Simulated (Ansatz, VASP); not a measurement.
# One calculation of GaN, two programs

```
Ga N
1.0
     0.00000    2.24895    2.24895
     2.24895    0.00000    2.24895
     2.24895    2.24895    0.00000
Ga N
1 1
Direct
  0.00000 0.00000 0.00000
  0.25000 0.25000 0.25000
```

Alike in both runs: task single point; functional r2SCAN0; k mesh 6 × 6 × 6; no spin polarisation.

```csv
,VASP,Ansatz
version,VASP 6.6.1,Ansatz 0.2.0
potentials or method,"VASP PAW PBE potentials, release 64 (Ga_d, N)","plane waves, PAW"
plane-wave cutoff (eV),520,500
occupations,"gaussian, width 0.01 eV",fixed
valence electrons in the cell,18,18
```

|  | VASP | Ansatz | Ansatz less VASP |
| --- | --- | --- | --- |
| gap on the k mesh at the Fermi level (eV) | 4.02 | 3.99 | -0.030 |
| pressure (GPa) | -2.6 | -3.7 | -1.07 |

VASP's potentials were made for PBE, not for r2SCAN0. Ansatz's warnings: stress exchange threshold loose, stress scf threshold loose.
